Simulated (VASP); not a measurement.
# Ni (Fm-3m) in VASP: a series of runs, part 2 of 2

VASP 6.6.1.

## (3) Relaxation of cell and atoms, PBEsol, collinear spin, ferromagnetic start

This run uses another cell than the first one, of 10.94 Å³/atom.

INCAR reads:

```
PREC     = Accurate       # precision mode
ENCUT    = 600            # plane-wave cutoff, eV
EDIFF    = 1E-6           # SCF threshold, eV
ISMEAR   = 0              # smearing method
SIGMA    = 0.05           # smearing width, eV
LREAL    = F              # projectors in reciprocal space
LASPH    = T              # aspherical terms in the spheres
NELM     = 150            # most SCF steps
ALGO     = Normal         # electronic algorithm
ISIF     = 3              # what is computed and relaxed
LWAVE    = F              # write WAVECAR
LCHARG   = F              # write CHGCAR
ISPIN    = 2              # spin polarisation
MAGMOM   = 1.5            # initial moments
LORBIT   = 11             # projections on sites
LMAXMIX  = 4              # l up to which the mixer works
GGA      = PS             # functional
IBRION   = 2              # ionic algorithm
NSW      = 80             # ionic steps
EDIFFG   = -0.03          # ionic threshold
```

KPOINTS reads:

```
regular mesh
0
Gamma
  8 8 8
```

POSCAR reads:

```
Ni
1.0
    2.4917520000      0.0000000000      0.0000000000
    1.2458760000      2.1579205319      0.0000000000
    1.2458760000      0.7193068440      2.0345069885
Ni
1
Direct
    0.0000000000      0.0000000000      0.0000000000
```

Potentials or basis: VASP PAW PBE potentials, release 64 (Ni).

Command:

```bash
$ cat potpaw_PBE.64/Ni/POTCAR > POTCAR
$ mpirun -np 1 vasp_std > vasp.out
```

OUTCAR:

```text
PREC = Accurate
   ENCUT = 600
   EDIFF = 1E-6
   ISMEAR = 0
   LREAL = F
   LASPH = T
   NELM = 150
   ISIF = 3
   ISPIN = 2
   LORBIT = 11
   GGA = PS
   IBRION = 2
   NSW = 80
   EDIFFG = -0.03

 ion  position               nearest neighbor table
   1  0.000  0.000  0.000-

  LATTYP: Found a face centered cubic cell.
 ALAT       =     3.5238694724

  Lattice vectors:

 A1 = (   2.4917520000,   0.0000000000,   0.0000000000)
 A2 = (   1.2458760000,   2.1579205319,   0.0000000000)
 A3 = (   1.2458760000,   0.7193068440,   2.0345069885)

Analysis of symmetry for initial positions (statically):
=====================================================================
 Subroutine PRICEL returns:
 Original cell was already a primitive cell.

 Routine SETGRP: Setting up the symmetry group for a
 face centered cubic supercell.

 Subroutine GETGRP returns: Found 48 space group operations
 (whereof 48 operations were pure point group operations)
 out of a pool of 48 trial point group operations.

The static configuration has the point symmetry O_h .

Analysis of symmetry for dynamics (positions and initial velocities):
=====================================================================
 Subroutine PRICEL returns:
 Original cell was already a primitive cell.

 Routine SETGRP: Setting up the symmetry group for a
 face centered cubic supercell.

 Subroutine GETGRP returns: Found 48 space group operations
 (whereof 48 operations were pure point group operations)
 out of a pool of 48 trial point group operations.

The dynamic configuration has the point symmetry O_h .

Analysis of structural, dynamic, and magnetic symmetry:
=====================================================================
 Subroutine PRICEL returns:
 Original cell was already a primitive cell.

 Routine SETGRP: Setting up the symmetry group for a
 face centered cubic supercell.

 Subroutine GETGRP returns: Found 48 space group operations
 (whereof 48 operations were pure point group operations)
 out of a pool of 48 trial point group operations.

The overall configuration has the point symmetry O_h .

 Subroutine INISYM returns: Found 48 space group operations
 (whereof 48 operations are pure point group operations),
 and found     1 'primitive' translations

----------------------------------------------------------------------------------------

                                     Primitive cell

  volume of cell :      10.9395

  direct lattice vectors                    reciprocal lattice vectors
     2.491752000  0.000000000  0.000000000     0.401324048 -0.231704547 -0.163839857
     1.245876000  2.157920532  0.000000000     0.000000000  0.463409095 -0.163839857
     1.245876000  0.719306844  2.034506989     0.000000000  0.000000000  0.491519570

  length of vectors
     2.491752000  2.491752000  2.491752000     0.491519570  0.491519570  0.491519570

  position of ions in fractional coordinates (direct lattice)
     0.000000000  0.000000000  0.000000000

  ion indices of the primitive-cell ions
   primitive index   ion index
                 1           1

----------------------------------------------------------------------------------------

 KPOINTS: regular mesh

Automatic generation of k-mesh.
 Grid dimensions read from file:
 generate k-points for:    8    8    8

[... 56 lines left out ...]
   ICHARG =      2    charge: 1-file 2-atom 10-const
   ISPIN  =      2    spin polarized calculation?
   LNONCOLLINEAR =      F non collinear calculations
   LSORBIT =      F    spin-orbit coupling
   LASPH  =      T    aspherical Exc in radial PAW
   ENCUT  =  600.0 eV  44.10 Ry    6.64 a.u.   4.98  4.98  4.98*2*pi/ulx,y,z
   NELM   =    150;   NELMIN=  2; NELMDL= -5     # of ELM steps
   EDIFF  = 0.1E-05   stopping-criterion for ELM
   LREAL  =      F    real-space projection
   EDIFFG = -.3E-01   stopping-criterion for IOM
   NSW    =     80    number of steps for IOM
   IBRION =      2    ionic relax: 0-MD 1-quasi-New 2-CG
   NFREE  =      1    steps in history (QN), initial steepest desc. (CG)
   ISIF   =      3    stress and relaxation
   ISYM   =      2    0-nonsym 1-usesym 2-fastsym
   POTIM  = 0.5000    time-step for ionic-motion
   TEBEG  =    0.0;   TEEND  =   0.0 temperature during run
   PSTRESS=    0.0 pullay stress
   NELECT =      10.0000    total number of electrons
   NUPDOWN=      -1.0000    fix difference up-down
   EMIN   =  10.00;   EMAX   =-10.00  energy-range for DOS
   EFERMI =   0.00;   METHOD = LEGACY
   ISMEAR =     0;   SIGMA  =   0.05  broadening in eV -4-tet -1-fermi 0-gaus
   EFERMI_NEDOS =   21; number of points for ismear=-14 and -15
   IALGO  =     38    algorithm
   IMIX   =      4    mixing-type and parameters
     AMIX     =   0.40;   BMIX     =  1.00
     AMIX_MAG =   1.60;   BMIX_MAG =  1.00
  volume/ion in A,a.u.               =      10.94        73.82
  Fermi-wavevector in a.u.,A,eV,Ry     =   1.588821  3.002437 34.345903  2.524353
  Thomas-Fermi vector in A             =   2.687766
   LORBIT       =     11    0 simple, 1 ext, 2 COOP (PROOUT), +10 PAW based schemes
   GGA     = PS    functional components
   LHFCALC =     F    Hartree Fock is set to
   AEXX    =    0.0000 exact exchange contribution
   IVDW    =     0    specifies the selected vdW correction
   LEPSILON=     F    determine dielectric tensor
   LRPA    =     F    only Hartree local field effects (RPA)
 conjugate gradient relaxation of ions
 spin polarized calculation
 Gauss-broadening in eV      SIGMA  =   0.05
  energy-cutoff  :      600.00
  volume of cell :       10.94
 maximum number of plane-waves:       380
   NGX =  9   NGY =  9   NGZ =  9

--------------------------------------- Ionic step        1  -------------------------------------------

 number of electron      10.0000010 magnetization       0.6992293

 Free energy of the ion-electron system (eV)
  ---------------------------------------------------
  ext. energy  EPLUGINS =         0.00000000
  ---------------------------------------------------
  free energy    TOTEN  =        -6.11625436 eV

  energy without entropy =       -6.11344368  energy(sigma->0) =       -6.11484902

------------------------ aborting loop because EDIFF is reached ----------------------------------------

  FORCE on cell =-STRESS in cart. coord.  units (eV):
  Direction    XX          YY          ZZ          XY          YZ          ZX
  --------------------------------------------------------------------------------------
  -------------------------------------------------------------------------------------
  Total       -0.7088179     -0.7088179     -0.7088179      0.0000000     -0.0000000     -0.0000000
  in kB     -103.8115862   -103.8115862   -103.8115862      0.0000000     -0.0000000     -0.0000000
  external PRESSURE =    -103.8115862 kB  Pullay stress =       0.0000000 kB
[... 22 lines left out ...]
--------------------------------------- Ionic step        2  -------------------------------------------

 number of electron       9.9999999 magnetization       0.6992049

 E-fermi :  10.6389     XC(G=0): -14.0365

 val. band max:       10.6323621754   @ k =  -0.2500   0.3750   0.1250
 cond. band min:      10.6588484448   @ k =   0.3750   0.3750  -0.0000
 fundamental gap:      0.0264862694
 Fermi energy:        10.6389079402

 spin component 1

 k-point     1 :       0.0000    0.0000    0.0000
  band No.  band energies     occupation
      1       0.8753      1.00000
      2       7.9065      1.00000
      3       7.9065      1.00000
      4       7.9065      1.00000
      5       9.2323      1.00000
      6       9.2323      1.00000
      7      35.1861      0.00000
      8      39.8005      0.00000
      9      39.8005      0.00000
     10      39.8005      0.00000
[... 649 lines left out ...]
--------------------------------------- Ionic step        3  -------------------------------------------

 number of electron       9.9999996 magnetization       0.6988715

 Free energy of the ion-electron system (eV)
  ---------------------------------------------------
  ext. energy  EPLUGINS =         0.00000000
  ---------------------------------------------------
  free energy    TOTEN  =        -6.13509100 eV

  energy without entropy =       -6.13250676  energy(sigma->0) =       -6.13379888

 E-fermi :   9.8337     XC(G=0): -13.7122

 val. band max:        9.8289673809   @ k =  -0.2500   0.3750   0.1250
 cond. band min:       9.8459921398   @ k =   0.3750   0.3750  -0.0000
 fundamental gap:      0.0170247589
 Fermi energy:         9.8336640210

 spin component 1

 k-point     1 :       0.0000    0.0000    0.0000
  band No.  band energies     occupation
      1       0.4558      1.00000
      2       7.2465      1.00000
      3       7.2465      1.00000
      4       7.2465      1.00000
      5       8.4786      1.00000
      6       8.4786      1.00000
      7      33.9319      0.00000
      8      38.1214      0.00000
      9      38.1214      0.00000
     10      38.1214      0.00000
[... 643 lines left out ...]
  FREE ENERGIE OF THE ION-ELECTRON SYSTEM (eV)
  ---------------------------------------------------
  free  energy   TOTEN  =        -6.1350910043 eV

  energy  without entropy=       -6.1325067650  energy(sigma->0) =       -6.13379888

 reached required accuracy - stopping structural energy minimisation

 total charge

# of ion       s       p       d       tot
------------------------------------------
    1        0.522   0.551   8.324   9.397

 magnetization (x)

# of ion       s       p       d       tot
------------------------------------------
    1       -0.003  -0.021   0.728   0.703
```

It took 18 s on 1 thread of Intel Xeon Platinum 8488C (Sapphire Rapids), shared host; peak memory 0.14 GiB.

What came out:

- Free energy: -6.1351 eV
- Relaxed volume: 10.39 Å³/atom
- Relaxed cell: a = 2.450 Å, b = 2.450 Å, c = 2.450 Å, α = 60.00°, β = 60.00°, γ = 60.00°
- Space group after relaxing (to 0.1 Å): Fm-3m (No. 225)
- Energy gained by relaxing: 18.8 meV/atom
- Ionic steps: 3
- Pressure after relaxing: -0.2 GPa
- Net moment: 0.70 μB per cell
- Site moments: Ni +0.70 μB
- Valence electrons inside the program's atomic spheres: Ni 9.40

The path:
```csv
step,energy change (eV),largest force (eV/Å),pressure (GPa),volume (Å³)
1,0.0000,0.0000,-10.38,10.94
2,0.0029,0.0000,13.79,9.86
3,-0.0188,0.0000,-0.16,10.39
```

Final structure:
```
CELL_PARAMETERS angstrom
2.44956 0.00000 0.00000
1.22478 2.12138 0.00000
1.22478 0.70713 2.00005
ATOMIC_POSITIONS crystal
Ni 0.00000 0.00000 0.00000
```

Caveat: the k points lie up to 0.39 Å⁻¹ apart in the final cell; the PAW data sets were made with another functional, which shifts forces and pressure a little.
